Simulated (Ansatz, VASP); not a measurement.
**Two plane-wave programs on LiMgBN2**

File INCAR:

```
PREC = Accurate
ENCUT = 520
EDIFF = 1E-6
ISMEAR = 0
SIGMA = 0.05
LREAL = False
LASPH = True
NELM = 80
ALGO = Normal
ISIF = 2
LWAVE = False
LCHARG = True
GGA = PS
LELF = True
LVHAR = True
NBANDS = 17
```

The input KPOINTS:

```
regular mesh
0
Gamma
  8 8 8
```

File POSCAR:

```
LiMgBN2
1.0
   -1.8441306648      1.8441306648      4.3180788837
    1.8441306648     -1.8441306648      4.3180788837
    1.8441306648      1.8441306648     -4.3180788837
Li Mg B N
1 1 1 2
Direct
    0.2500000000      0.7500000000      0.5000000000
    0.7500000000      0.2500000000      0.5000000000
    0.5000000000      0.5000000000      0.0000000000
    0.6517393865      0.6517393865      0.0000000000
    0.3482606135      0.3482606135      0.0000000000
```

Input for Ansatz:

```yaml
crystal:
  lattice:
    - [-1.8441306648, 1.8441306648, 4.3180788837]
    - [1.8441306648, -1.8441306648, 4.3180788837]
    - [1.8441306648, 1.8441306648, -4.3180788837]
  atoms:
    - { symbol: Li, position: [0.25, 0.75, 0.5] }
    - { symbol: Mg, position: [0.75, 0.25, 0.5] }
    - { symbol: B, position: [0.5, 0.5, 0.0] }
    - { symbol: "N", position: [0.6517393865, 0.6517393865, 0.0] }
    - { symbol: "N", position: [0.3482606135, 0.3482606135, 0.0] }
basis:
  ecutwfc: 520.0
kpoints:
  mp_grid: { grid: [8, 8, 8] }
hamiltonian:
  xc: pbesol
  pseudopotentials: { kind: paw }
scf:
  occupations: { method: gaussian, width: 0.05 }
output:
  forces: true
  stress: true
  eigenvalues: true
```

Alike in both runs: task single point; functional PBEsol; k mesh 8 × 8 × 8; occupations gaussian, width 0.05 eV; no spin polarisation.

|  | VASP | Ansatz |
| --- | --- | --- |
| version | VASP 6.6.1 | Ansatz 0.2.0 |
| potentials or method | VASP PAW PBE potentials, release 64 (Li_sv, Mg, B, N), cutoff 520 eV | scalar-relativistic, plane waves, PAW |
| valence electrons in the cell | 18 | 26 |

```csv
,VASP,Ansatz,Ansatz less VASP
gap on the k mesh at the Fermi level (eV),2.71,2.72,+0.004
least direct gap on the mesh (eV),3.53,3.54,+0.010
rms of the force components (eV/Å),0.483,0.482,-0.0010
```

VASP's potentials were made for PBE, not for PBEsol. Atom by atom the forces differ by 0.001 eV/Å (rms over components). VASP's potentials hold 18 valence electrons a cell and Ansatz's 26, so a difference there can come from the potentials and not from the codes.

Noted on VASP's run: the cutoff is under 1.25 times that of the potentials, so the pressure is a little rough.
